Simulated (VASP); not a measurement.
# Sb (P-1) in VASP: settings compared

The runs below take Sb through single point, with PBE, PBEsol.

Everything below comes from runs of VASP 6.6.1. Logs are shortened: lines on timing, memory, paths and dates and some standing lists are left out, and cuts for length are marked.

## (1) The cell of the first run

The typed cell holds 1 atom: a = 3.184 Å, b = 3.138 Å, c = 3.164 Å, α = 92.05°, β = 92.86°, γ = 90.31°.

## (2) Single point, PBE (the cell strained at random)

File INCAR:

```
  ALGO = Normal
  EDIFF = 1E-7
  ENCUT = 520
  GGA = PE
  ISIF = 2
  ISMEAR = -1
  LASPH = T
  LCHARG = F
  LREAL = F
  LWAVE = F
  NBANDS = 8
  NELM = 100
  PREC = Accurate
  SIGMA = 0.05
```

File KPOINTS:

```
k-points
0
Gamma
  8 8 8
```

File POSCAR:

```
Sb
1.0
    3.1830660000     -0.0091570000     -0.0792670000
   -0.0091570000      3.1372080000     -0.0565340000
   -0.0792670000     -0.0565340000      3.1629200000
Sb
1
Direct
    0.0035030000      0.0030650000     -0.0217410000
```

Potentials or basis: VASP PAW PBE potentials, release 64 (Sb).

Started as:

```console
cat potpaw_PBE.64/Sb/POTCAR > POTCAR
mpirun -np 1 vasp_std > vasp.out
```

OUTCAR:

```text
EDIFF = 1E-7
   ENCUT = 520
   GGA = PE
   ISIF = 2
   ISMEAR = -1
   LASPH = T
   LREAL = F
   NELM = 100
   PREC = Accurate

 ion  position               nearest neighbor table
   1  0.004  0.003  0.978-

  LATTYP: Found a triclinic cell.
 ALAT       =     5.5134460608
 B/A-ratio  =     0.5775092313
 C/A-ratio  =     0.5691051786
 COS(alpha) =     0.0053442948
 COS(beta)  =     0.5516452248
 COS(gamma) =     0.6091752798

  Lattice vectors:

 A1 = (   3.2714900000,  -3.0898310000,  -3.1856530000)
 A2 = (   3.1830660000,  -0.0091570000,  -0.0792670000)
 A3 = (   0.0091570000,  -3.1372080000,   0.0565340000)

Analysis of symmetry for initial positions (statically):
=====================================================================
 Subroutine PRICEL returns:
 Original cell was already a primitive cell.

 Routine SETGRP: Setting up the symmetry group for a
 triclinic supercell.

 Subroutine GETGRP returns: Found  2 space group operations
 (whereof  1 operations were pure point group operations)
 out of a pool of  2 trial point group operations.

The static configuration has the point symmetry C_1 .
 The point group associated with its full space group is S_2 .

Analysis of symmetry for dynamics (positions and initial velocities):
=====================================================================
 Subroutine PRICEL returns:
 Original cell was already a primitive cell.

 Routine SETGRP: Setting up the symmetry group for a
 triclinic supercell.

 Subroutine GETGRP returns: Found  2 space group operations
 (whereof  1 operations were pure point group operations)
 out of a pool of  2 trial point group operations.

The dynamic configuration has the point symmetry C_1 .
 The point group associated with its full space group is S_2 .

 Subroutine INISYM returns: Found  2 space group operations
 (whereof  1 operations are pure point group operations),
 and found     1 'primitive' translations

----------------------------------------------------------------------------------------

                                     Primitive cell

  volume of cell :      31.5545

  direct lattice vectors                    reciprocal lattice vectors
     3.183066000 -0.009157000 -0.079267000     0.314362222  0.001059885  0.007897282
    -0.009157000  3.137208000 -0.056534000     0.001059885  0.318861042  0.005725881
    -0.079267000 -0.056534000  3.162920000     0.007897282  0.005725881  0.316463806

  length of vectors
     3.184065996  3.137730705  3.164418158     0.314463188  0.318914210  0.316614108

  position of ions in fractional coordinates (direct lattice)
     0.003503000  0.003065000  0.978259000

  ion indices of the primitive-cell ions
   primitive index   ion index
                 1           1

----------------------------------------------------------------------------------------

 KPOINTS: k-points

Automatic generation of k-mesh.
 Grid dimensions read from file:
 generate k-points for:    8    8    8

 Generating k-lattice:

  Cartesian coordinates                     Fractional coordinates (reciprocal lattice)
     0.039295278  0.000132486  0.000987160     0.125000000 -0.000000000 -0.000000000
     0.000132486  0.039857630  0.000715735     0.000000000  0.125000000  0.000000000
     0.000987160  0.000715735  0.039557976     0.000000000  0.000000000  0.125000000

  Length of vectors
     0.039307899  0.039864276  0.039576763

  Shift w.r.t. Gamma in fractional coordinates (k-lattice)
     0.000000000  0.000000000  0.000000000

 Subroutine IBZKPT returns following result:
 ===========================================

 Found    260 irreducible k-points:

 Following reciprocal coordinates:
            Coordinates               Weight
  0.000000  0.000000  0.000000      1.000000
  0.125000 -0.000000 -0.000000      2.000000
  0.250000 -0.000000 -0.000000      2.000000
  0.375000 -0.000000  0.000000      2.000000
  0.500000 -0.000000 -0.000000      1.000000
  0.000000  0.125000 -0.000000      2.000000
[... 16 lines left out ...]
  0.125000  0.375000 -0.000000      2.000000
  0.250000  0.375000 -0.000000      2.000000
 [... further k-points ...]
   k-points           NKPTS =    260   k-points in BZ     NKDIM =    260   number of bands    NBANDS=      8
   number of dos      NEDOS =    301   number of ions     NIONS =      1
   total plane-waves  NPLWV =  13824
   dimension x,y,z NGX =    24 NGY =   24 NGZ =   24
   dimension x,y,z NGXF=    48 NGYF=   48 NGZF=   48
   ions per type =               1
   NGX,Y,Z   is equivalent  to a cutoff of  12.53, 12.72, 12.61 a.u.
   NGXF,Y,Z  is equivalent  to a cutoff of  25.06, 25.43, 25.22 a.u.
 SYSTEM =  unknown system
   PREC   = accura    normal or accurate (medium, high low for compatibility)
   ISTART =      0    job   : 0-new  1-cont  2-samecut
   ICHARG =      2    charge: 1-file 2-atom 10-const
   ISPIN  =      1    spin polarized calculation?
   LNONCOLLINEAR =      F non collinear calculations
   LSORBIT =      F    spin-orbit coupling
   LASPH  =      T    aspherical Exc in radial PAW
   ENCUT  =  520.0 eV  38.22 Ry    6.18 a.u.   5.92  5.83  5.88*2*pi/ulx,y,z
   NELM   =    100;   NELMIN=  2; NELMDL= -5     # of ELM steps
   EDIFF  = 0.1E-06   stopping-criterion for ELM
   LREAL  =      F    real-space projection
   EDIFFG = 0.1E-05   stopping-criterion for IOM
   NSW    =      0    number of steps for IOM
   IBRION =     -1    ionic relax: 0-MD 1-quasi-New 2-CG
   NFREE  =      0    steps in history (QN), initial steepest desc. (CG)
   ISIF   =      2    stress and relaxation
   ISYM   =      2    0-nonsym 1-usesym 2-fastsym
   POTIM  = 0.5000    time-step for ionic-motion
   TEBEG  =    0.0;   TEEND  =   0.0 temperature during run
   PSTRESS=    0.0 pullay stress
   NELECT =       5.0000    total number of electrons
   NUPDOWN=      -1.0000    fix difference up-down
   EMIN   =  10.00;   EMAX   =-10.00  energy-range for DOS
   EFERMI =   0.00;   METHOD = LEGACY
   ISMEAR =    -1;   SIGMA  =   0.05  broadening in eV -4-tet -1-fermi 0-gaus
   EFERMI_NEDOS =   21; number of points for ismear=-14 and -15
   IALGO  =     38    algorithm
   IMIX   =      4    mixing-type and parameters
     AMIX     =   0.40;   BMIX     =  1.00
     AMIX_MAG =   1.60;   BMIX_MAG =  1.00
  volume/ion in A,a.u.               =      31.55       212.94
  Fermi-wavevector in a.u.,A,eV,Ry     =   0.885886  1.674081 10.677766  0.784794
  Thomas-Fermi vector in A             =   2.006979
   LORBIT       =      0    0 simple, 1 ext, 2 COOP (PROOUT), +10 PAW based schemes
   GGA     = PE    functional components
   LHFCALC =     F    Hartree Fock is set to
   AEXX    =    0.0000 exact exchange contribution
   IVDW    =     0    specifies the selected vdW correction
   LEPSILON=     F    determine dielectric tensor
   LRPA    =     F    only Hartree local field effects (RPA)
 non-spin polarized calculation
  energy-cutoff  :      520.00
  volume of cell :       31.55
 maximum number of plane-waves:       866
   NGX = 11   NGY = 11   NGZ = 11

 number of electron       5.0000001 magnetization

 Free energy of the ion-electron system (eV)
  ---------------------------------------------------
  ext. energy  EPLUGINS =         0.00000000
  ---------------------------------------------------
  free energy    TOTEN  =        -4.06681693 eV

  energy without entropy =       -4.06148868  energy(sigma->0) =       -4.06415281

 E-fermi :   6.4063     XC(G=0):  -9.3924

 val. band max:        6.3859700997   @ k =   0.2500   0.2500   0.2500
 cond. band min:       6.4073491100   @ k =   0.0000  -0.2500   0.3750
 fundamental gap:      0.0213790103
 Fermi energy:         6.4062687817

 k-point     1 :       0.0000    0.0000    0.0000
  band No.  band energies     occupation
      1      -5.5245      2.00000
      2       9.3346      0.00000
      3       9.6007      0.00000
      4       9.8027      0.00000
      5      13.2455      0.00000
      6      13.3880      0.00000
      7      14.3989      0.00000
      8      23.5132      0.00000

 k-point     2 :       0.1250   -0.0000   -0.0000
  band No.  band energies     occupation
      1      -5.3176      2.00000
      2       7.3594      0.00000
      3       9.7354      0.00000
      4       9.9986      0.00000
      5      13.5559      0.00000
      6      14.2243      0.00000
      7      15.9586      0.00000
      8      21.6541      0.00000

 k-point     3 :       0.2500   -0.0000   -0.0000
  band No.  band energies     occupation
      1      -4.7241      2.00000
      2       4.5385      2.00000
      3      10.2499      0.00000
      4      10.5375      0.00000
      5      14.0597      0.00000
      6      14.8810      0.00000
      7      19.1953      0.00000
      8      19.8188      0.00000

 k-point     4 :       0.3750   -0.0000    0.0000
  band No.  band energies     occupation
      1      -3.8904      2.00000
      2       2.2641      2.00000
      3      10.8924      0.00000
      4      11.2120      0.00000
      5      14.7807      0.00000
      6      15.8704      0.00000
      7      17.9849      0.00000
      8      18.5703      0.00000

 k-point     5 :       0.5000   -0.0000   -0.0000
  band No.  band energies     occupation
      1      -3.3855      2.00000
      2       1.2678      2.00000
      3      11.2214      0.00000
      4      11.5590      0.00000
      5      15.2210      0.00000
      6      17.0495      0.00000
      7      17.1902      0.00000
      8      17.9186      0.00000
[... 177 lines left out ...]
 k-point    22 :       0.0000    0.3750   -0.0000
  band No.  band energies     occupation
      1      -3.7776      2.00000
      2       2.2996      2.00000
      3      10.8469      0.00000
      4      11.1169      0.00000
      5      14.7482      0.00000
      6      15.6811      0.00000
      7      18.1282      0.00000
      8      18.3117      0.00000

 k-point    23 :       0.1250    0.3750   -0.0000
  band No.  band energies     occupation
      1      -3.5637      2.00000
      2       2.4875      2.00000
      3       8.9356      0.00000
      4      11.2350      0.00000
      5      15.0006      0.00000
      6      15.6016      0.00000
      7      17.8079      0.00000
      8      18.4890      0.00000

 k-point    24 :       0.2500    0.3750   -0.0000
  band No.  band energies     occupation
      1      -2.9575      2.00000
      2       3.0306      2.00000
      3       6.1429      1.98974
      4      11.7416      0.00000
      5      12.5730      0.00000
      6      16.1893      0.00000
      7      18.9688      0.00000
      8      19.4844      0.00000

 [... further k-points ...]
[... 5 lines left out ...]
  --------------------------------------------------------------------------------------
  -------------------------------------------------------------------------------------
  Total       -0.6153091     -0.2652036     -0.5182474     -0.0222880      0.0160519      0.0987875
  in kB      -31.2422769    -13.4656958    -26.3139744     -1.1316721      0.8150317      5.0159288
  external PRESSURE =     -23.6739823 kB  Pullay stress =       0.0000000 kB

 VOLUME and BASIS-vectors are now :
 -----------------------------------------------------------------------------
  energy-cutoff  :      520.00
  volume of cell :       31.55
      direct lattice vectors                 reciprocal lattice vectors
     3.183066000 -0.009157000 -0.079267000     0.314362222  0.001059885  0.007897282
    -0.009157000  3.137208000 -0.056534000     0.001059885  0.318861042  0.005725881
    -0.079267000 -0.056534000  3.162920000     0.007897282  0.005725881  0.316463806

 POSITION                                       TOTAL-FORCE (eV/Angst)
 -----------------------------------------------------------------------------------
     -0.06642     -0.04572      3.09370        -0.000000      0.000000     -0.000000
 -----------------------------------------------------------------------------------
    total drift:                                0.000000      0.000001      0.000000

  FREE ENERGIE OF THE ION-ELECTRON SYSTEM (eV)
  ---------------------------------------------------
  free  energy   TOTEN  =        -4.0668169287 eV

  energy  without entropy=       -4.0614886848  energy(sigma->0) =       -4.06415281
```

It took 20 s on 1 thread of Intel Xeon Platinum 8259CL at 2.50GHz (Skylake/Cascade Lake), shared host; peak memory 0.18 GiB.

Results:

| Property | Result |
| --- | --- |
| Free energy | -4.0668 eV |
| Pressure | -2.4 GPa |

Caveat: the cell differs from its parent crystal (the cell strained at random); spin-orbit coupling is left out, which moves the levels of the heavy elements.

## (3) Single point, PBEsol (the cell strained at random)

File INCAR:

```
PREC     = Accurate       # precision mode
ENCUT    = 520            # plane-wave cutoff, eV
EDIFF    = 1E-6           # SCF threshold, eV
ISMEAR   = -1             # smearing method
SIGMA    = 0.05           # smearing width, eV
LREAL    = False          # projectors in reciprocal space
LASPH    = True           # aspherical terms in the spheres
NELM     = 80             # most SCF steps
ALGO     = Normal         # electronic algorithm
ISIF     = 2              # what is computed and relaxed
LWAVE    = False          # write WAVECAR
LCHARG   = False          # write CHGCAR
GGA      = PS             # functional
NBANDS   = 8              # bands
```

File KPOINTS:

```
regular mesh
0
Gamma
  8 8 8
```

POSCAR is that of step 2.

Potentials or basis: VASP PAW PBE potentials, release 64 (Sb).

Started as:

```console
cat potpaw_PBE.64/Sb/POTCAR > POTCAR
mpirun -np 1 vasp_std > vasp.out
```

Run time: 9.6 s. Hardware: 1 thread of Intel Xeon 6975P-C (Granite Rapids), shared host; peak memory 0.18 GiB.

Results (log left out):

```
Free energy : -4.4755 eV
Pressure    : -4.7 GPa
```

Stress tensor (GPa, compression positive):
```
-5.43 -0.13  0.51
-0.13 -3.70  0.08
 0.51  0.08 -4.98
```

Levels at points of the mesh, in eV from the Fermi level:
| k point | band 1 | band 2 | band 3 | band 4 | band 5 |
| --- | --- | --- | --- | --- | --- |
| (0.00, 0.00, 0.00) | -11.94 | 2.93 | 3.19 | 3.39 | 6.87 |
| (0.50, 0.00, 0.00) | -9.79 | -5.15 | 4.82 | 5.16 | 8.88 |
| (0.00, 0.50, 0.00) | -9.62 | -5.19 | 4.82 | 5.09 | 8.93 |
| (0.50, 0.50, 0.00) | -7.37 | -3.34 | -3.14 | 2.37 | 6.70 |
| (0.00, 0.00, 0.50) | -9.72 | -5.17 | 4.72 | 5.15 | 8.83 |
| (0.50, 0.00, 0.50) | -7.50 | -3.53 | -2.98 | 2.37 | 6.90 |
| (0.00, 0.50, 0.50) | -7.30 | -3.43 | -3.02 | 2.40 | 6.62 |
| (0.50, 0.50, 0.50) | -4.85 | -1.76 | -1.51 | -1.08 | 4.58 |

Caveat: the cell differs from its parent crystal (the cell strained at random); the PAW data sets were made with another functional, which shifts forces and pressure a little; spin-orbit coupling is left out, which moves the levels of the heavy elements.
